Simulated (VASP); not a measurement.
Rb2Li, 6 atoms in the cell. Symmetry: Fd-3m, No. 227, cubic system. The conventional cell has a = 9.127 Å, b = 9.127 Å, c = 9.127 Å, α = 90.00°, β = 90.00°, γ = 90.00°. Within 4.2 Å of Rb (site symmetry -3m) lie 6 Rb at 3.23 Å and 6 Li at 3.78 Å. Li (site symmetry -43m) has 12 Rb at 3.78 Å and 4 Li at 3.95 Å within 5.0 Å. 

| Quantity | Value |
| --- | --- |
| Program | VASP 6.6.1 |
| Task | single point |
| Functional | PBE |
| Potentials or basis | VASP PAW PBE potentials, release 64 (Rb_sv, Li_sv) |
| Cutoff | 520 eV |
| k mesh | 4 × 4 × 4 |
| Occupations | gaussian, width 0.1 eV |
| Spin | no spin polarisation |
| Dipole correction | no |
| Further INCAR settings | ALGO = Normal; EDIFF = 1e-07; NBANDS = 30 |

Potentials or basis: VASP PAW PBE potentials, release 64 (Rb_sv, Li_sv).

Launch:

```sh
$ cat potpaw_PBE.64/Rb_sv/POTCAR potpaw_PBE.64/Li_sv/POTCAR > POTCAR
$ mpirun -np 1 vasp_std > vasp.out
```

Hardware: 1 thread of Oxide Virtual Turin-like Processor, on a shared host.

Problem. Estimate the wall time of this run.

Solution. Run time: 83 s on 1 thread of Oxide Virtual Turin-like Processor, with other jobs on the host, peak memory 0.27 GiB. Counts: scf iterations 14, k points 8.
